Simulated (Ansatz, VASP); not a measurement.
Mg3Re in VASP and in Ansatz

```
Mg Re
1.0
     4.09607    0.00000    0.00000
     0.00000    4.09607    0.00000
     0.00000    0.00000    4.09607
Mg Re
3 1
Cartesian
  0.0000 2.0480 2.0480
  2.0480 0.0000 2.0480
  2.0480 2.0480 0.0000
  0.0000 0.0000 0.0000
```

Alike in both runs: task relaxation of cell and atoms; functional PBE; k mesh 12 × 12 × 12; occupations gaussian, width 0.1 eV; no spin polarisation.

|  | VASP | Ansatz |
| --- | --- | --- |
| version | VASP 6.6.1 | Ansatz 0.2.0 |
| potentials or method | VASP PAW PBE potentials, release 64 (Mg, Re), cutoff 600 eV | scalar-relativistic, plane waves, PAW |
| valence electrons in the cell | 13 | 45 |

```csv
,VASP,Ansatz,Ansatz less VASP
"gap on the k mesh at the Fermi level, each at its own relaxed structure (eV)",none,none,-
relaxed volume (Å³/atom),17.78,17.82,+0.040
relaxed length of the cell vector where the two differ most in proportion (Å),4.143,4.146,+0.0031
```

A gap of «none» marks a metal or a gap that the smearing closes. VASP's potentials hold 13 valence electrons a cell and Ansatz's 45, so a difference there can come from the potentials and not from the codes.

Spin-orbit coupling is off throughout.
